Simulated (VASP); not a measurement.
Write the native input for VASP 6.6.1 that does the following.

* Task: single point
* Functional: PBE
* Potentials or basis: VASP PAW PBE potentials, release 64 (Ni, O)
* Cutoff: 520 eV
* k mesh: 14 × 14 × 14
* Occupations: fermi-dirac, width 0.03 eV
* Spin: collinear spin, ferromagnetic start
* Starting moments: [1.5, 0.0] μB
* Dipole correction: no
* Further INCAR settings: ALGO = Normal; EDIFF = 1e-06; NBANDS = 19

The structure of NiO (zincblende type) lies in POSCAR:

```
NiO
1.0
    0.0000000000      2.2407094874      2.2407094874
    2.2407094874      0.0000000000      2.2407094874
    2.2407094874      2.2407094874      0.0000000000
Ni O
1 1
Direct
    0.0000000000      0.0000000000      0.0000000000
    0.2500000000      0.2500000000      0.2500000000
```

These files were run (other wordings do the same):

INCAR

```
SYSTEM = NiO
  PREC = Accurate
  ENCUT = 520
  EDIFF = 1E-6
  ISMEAR = -1
  SIGMA = 0.03
  LREAL = .False.
  LASPH = .True.
  NELM = 150
  ALGO = Normal
  ISIF = 2
  LWAVE = .False.
  LCHARG = .False.
  ISPIN = 2
  MAGMOM = 1.5 0
  LORBIT = 11
  LMAXMIX = 4
  GGA = PE
  NBANDS = 19
```

KPOINTS

```
Automatic mesh
0
Gamma
  14 14 14
  0 0 0
```

Potentials or basis: VASP PAW PBE potentials, release 64 (Ni, O).

Command:

```console
$ cat potpaw_PBE.64/Ni/POTCAR potpaw_PBE.64/O/POTCAR > POTCAR
$ mpirun -np 1 vasp_std > vasp.out
```

Results of the run:

```
Pressure                                              : 0.3 GPa
Net moment                                            : 1.91 μB per cell
Site moments                                          : Ni +1.50; O +0.36 μB
Valence electrons inside the program's atomic spheres : Ni 9.10; O 4.97
```

Caveat: a cell with one magnetic atom can't hold antiferromagnetic order, which such compounds often take.

It took 45 s on 1 thread of Intel(R) Xeon(R) Platinum 8488C (Sapphire Rapids) (shared host), peak memory 0.2 GiB.
